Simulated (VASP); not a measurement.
## CdI2: relaxation of cell and atoms with PBE+D3(BJ)

Crystal: CdI2.

```xyz
3
Lattice="4.2910 0.0000 0.0000 -2.1455 3.7161 0.0000 0.0000 0.0000 7.3036" Properties=species:S:1:pos:R:3 pbc="T T T"
Cd    0.0000    0.0000    0.0000
I     0.0000    2.4774    1.7221
I     2.1455    1.2387    5.5815
```

* Program: VASP 6.6.1
* Task: relaxation of cell and atoms
* Functional: PBE
* Dispersion: D3(BJ)
* Potentials or basis: VASP PAW PBE potentials, release 64 (Cd, I)
* Cutoff: 500 eV
* k mesh: 6 × 6 × 4
* Occupations: fermi-dirac, width 0.02 eV
* Spin: no spin polarisation
* Dipole correction: no
* Further INCAR settings: ALGO = Normal; EDIFF = 1e-07; IBRION = 2; EDIFFG = -0.005; NSW = 80; ISIF = 3

```json
{
  "Relaxed volume": "35.51 Å³/atom",
  "Relaxed cell": "a = 4.249 Å, b = 4.249 Å, c = 6.813 Å, α = 90.00°, β = 90.00°, γ = 120.00°",
  "Space group after relaxing (to 0.1 Å)": "P-3m1 (No. 164)",
  "Energy gained by relaxing": "10.9 meV/atom",
  "Ionic steps": "17",
  "Pressure after relaxing": "0.0 GPa",
  "Band gap on the k mesh": "2.34 eV (least direct gap 2.52 eV)",
  "Dispersion energy per atom": "-0.334 eV"
}
```

Step by step:
```
step  energy change (eV)  largest force (eV/Å)  pressure (GPa)  volume (Å³)
   1              0.0000                0.0458           -0.66       116.46
   2             -0.0062                0.1693            0.00       113.78
   3             -0.0062                0.1781            0.05       113.60
   4             -0.0093                0.1612            0.04       113.04
   5             -0.0169                0.1095            0.04       111.39
   6             -0.0238                0.0008            0.09       108.14
   7             -0.0283                0.0203           -0.04       107.84
   8             -0.0313                0.0791           -0.31       107.01
   9             -0.0317                0.0613           -0.24       107.24
  10             -0.0319                0.0351            0.27       105.59
  11             -0.0326                0.0104            0.02       106.36
  12             -0.0326                0.0082            0.01       106.46
  13             -0.0326                0.0068            0.00       106.52
  14             -0.0326                0.0066           -0.01       106.53
  15             -0.0326                0.0010            0.01       106.50
  16             -0.0326                0.0014            0.01       106.50
  17             -0.0326                0.0007            0.01       106.53
```

Final structure:
```xyz
3
Lattice="4.2492 0.0000 0.0000 -2.1246 3.6799 0.0000 0.0000 0.0000 6.8130" Properties=species:S:1:pos:R:3 pbc="T T T"
Cd   -2.1246    3.6799    6.8130
I     0.0000    2.4533    1.7304
I     2.1246    1.2266    5.0826
```

Levels at points of the mesh, in eV from the valence-band top:
```tsv
k point	band 11	band 12	band 13	band 14	band 15	band 16
(0.00, 0.00, 0.00)	-0.17	-0.17	-0.10	2.42	4.48	6.36
(0.50, 0.00, 0.00)	-1.51	-0.75	-0.12	2.66	4.99	5.88
(0.00, 0.00, 0.50)	-0.43	0.00	0.00	3.61	4.52	6.13
(0.50, 0.00, 0.50)	-1.18	-0.51	-0.49	2.34	4.90	5.79
```

Wall time 4.2 min on 1 thread of AMD EPYC 9R45 (Zen 5), on a shared host, peak memory 0.23 GiB.

Caveat: spin-orbit coupling is left out, which moves the levels of the heavy elements. A k mesh can miss the band edges.
